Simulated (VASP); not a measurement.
Here is a VASP 6.6.1 calculation.

INCAR

```
PREC = Accurate ; ENCUT = 520
EDIFF = 1E-6 ; ISMEAR = 0
SIGMA = 0.01 ; LREAL = False
LASPH = True ; NELM = 100
ALGO = Normal ; ISIF = 2
LWAVE = False ; LCHARG = False
NBANDS = 29
```

The input KPOINTS:

```
Automatic mesh
0
Gamma
  10 10 10
```

Contents of POSCAR:

```
Al2Ru
1.0
    0.0000000000      3.9272599882      4.3262884316
    2.3165216127      0.0000000000      4.3262884316
    2.3165216127      3.9272599882      0.0000000000
Al Ru
4 2
Direct
    0.0791813146      0.4208186854      0.0791813146
    0.4208186854      0.0791813146      0.4208186854
    0.1708186854      0.8291813146      0.1708186854
    0.8291813146      0.1708186854      0.8291813146
    0.7500000000      0.7500000000      0.7500000000
    0.5000000000      0.5000000000      0.5000000000
```

Potentials or basis: VASP PAW LDA potentials, release 64 (Al, Ru_pv).

Launch:

```bash
$ cat potpaw_LDA.64/Al/POTCAR potpaw_LDA.64/Ru_pv/POTCAR > POTCAR
$ mpirun -np 1 vasp_std > vasp.out
```

(1) What does it give for the largest force?

(2) Predict the pressure.

Answers

(1) 0.007 eV/Å.

(2) 4.5 GPa.

Caveat: the cell stands under pressure.
